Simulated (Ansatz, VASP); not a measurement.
# Si5Ge: VASP beside Ansatz

INCAR

```
PREC     = Accurate       # precision mode
ENCUT    = 520            # plane-wave cutoff, eV
EDIFF    = 1E-6           # SCF threshold, eV
ISMEAR   = 0              # smearing method
SIGMA    = 0.1            # smearing width, eV
LREAL    = False          # projectors in reciprocal space
LASPH    = True           # aspherical terms in the spheres
NELM     = 100            # most SCF steps
ALGO     = Normal         # electronic algorithm
ISIF     = 2              # what is computed and relaxed
LWAVE    = False          # write WAVECAR
LCHARG   = False          # write CHGCAR
GGA      = PE             # functional
NBANDS   = 26             # bands
```

KPOINTS

```
Automatic mesh
0
Gamma
  4 4 4
```

The input POSCAR:

```
Si5Ge
1.0
    2.4432183800     -4.2317783600      0.0000000000
    2.4432183800      4.2317783600      0.0000000000
   -1.6288122500      0.0000000000      4.6069767500
Si Ge
5 1
Direct
    0.8333333300      0.1666666700      0.0000000000
    0.1666666700      0.8333333300      0.0000000000
    0.3333333300      0.6666666700      0.5000000000
    0.5000000000      0.5000000000      0.0000000000
    0.6666666700      0.3333333300      0.5000000000
    0.0000000000      0.0000000000      0.5000000000
```

Input for Ansatz:

```yaml
crystal:
  lattice:
    - [2.44321838, -4.23177836, 0.0]
    - [2.44321838, 4.23177836, 0.0]
    - [-1.62881225, 0.0, 4.60697675]
  atoms:
    - { symbol: Si, position: [0.83333333, 0.16666667, 0.0] }
    - { symbol: Si, position: [0.16666667, 0.83333333, 0.0] }
    - { symbol: Si, position: [0.33333333, 0.66666667, 0.5] }
    - { symbol: Si, position: [0.5, 0.5, 0.0] }
    - { symbol: Si, position: [0.66666667, 0.33333333, 0.5] }
    - { symbol: Ge, position: [0.0, 0.0, 0.5] }
basis:
  ecutwfc: 420
kpoints:
  mp_grid: { grid: [4, 4, 4] }
hamiltonian:
  xc: pbe
scf:
  occupations: { method: gaussian, width: 0.1 }
  lower_state_search: "off"
output:
  forces: true
  stress: true
  eigenvalues: true
```

Alike in both runs: task single point; functional PBE; k mesh 4 × 4 × 4; occupations gaussian, width 0.1 eV; no spin polarisation.

```csv
,VASP,Ansatz
version,VASP 6.6.1,Ansatz 0.2.0
potentials or method,"VASP PAW PBE potentials, release 64 (Si, Ge_d), cutoff 520 eV","scalar-relativistic, plane waves, PAW"
valence electrons in the cell,34,34
```

VASP gave:

* gap on the k mesh at the Fermi level (eV): none
* pressure (GPa): -1.6
* traceless stress, the component that is largest in VASP (GPa): -2.18
* rms of the force components (eV/Å): 0.094

What did Ansatz give for the same quantities?

gap on the k mesh at the Fermi level (eV): none; pressure (GPa): -1.6; traceless stress, the component that is largest in VASP (GPa): -2.17; rms of the force components (eV/Å): 0.094.

Atom by atom the forces differ by 0.000 eV/Å (rms over components). A gap of «none» marks a metal or a gap that the smearing closes.

The k mesh is coarse, so the values compare programs but aren't converged.
